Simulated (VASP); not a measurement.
Input of a VASP 6.6.1 run:

File INCAR:

```
  PREC = Accurate
  ENCUT = 520
  EDIFF = 1E-6
  ISMEAR = -1
  SIGMA = 0.05
  LREAL = False
  LASPH = True
  NELM = 80
  ALGO = Normal
  ISIF = 2
  LWAVE = False
  LCHARG = True
  GGA = CA
  LELF = True
  LVHAR = True
  NBANDS = 28
```

Contents of KPOINTS:

```
regular mesh
0
Gamma
  8 8 8
```

File POSCAR:

```
BaTiO3
1.0
    3.9271540000      0.0000000000      0.0000000000
    0.0000000000      3.9271540000      0.0000000000
    0.0000000000      0.0000000000      4.0073000000
Ba Ti O
1 1 3
Direct
    0.5000000000      0.5000000000      0.5000000000
    0.0000000000      0.0000000000      0.0000000000
    0.5000000000      0.0000000000      0.0000000000
    0.0000000000      0.5000000000      0.0000000000
    0.0000000000      0.0000000000      0.5000000000
```

Potentials or basis: VASP PAW LDA potentials, release 64 (Ba_sv, Ti_sv, O).

Run with:

```bash
$ cat potpaw_LDA.64/Ba_sv/POTCAR potpaw_LDA.64/Ti_sv/POTCAR potpaw_LDA.64/O/POTCAR > POTCAR
$ mpirun -np 1 vasp_std > vasp.out
```

Problem. Estimate the pressure.

Solution. -0.2 GPa.

Problem. Predict the band gap on the k mesh.

Solution. 1.68 eV (least direct gap 1.80 eV).

Stress tensor (GPa, compression positive):
```
 1.26  0.00  0.00
 0.00  1.26  0.00
 0.00  0.00 -3.16
```

Caveat: the cell differs from its parent crystal (equal xx and yy strain of -2 %); spin-orbit coupling is left out, which moves the levels of the heavy elements. A k mesh can miss the band edges.
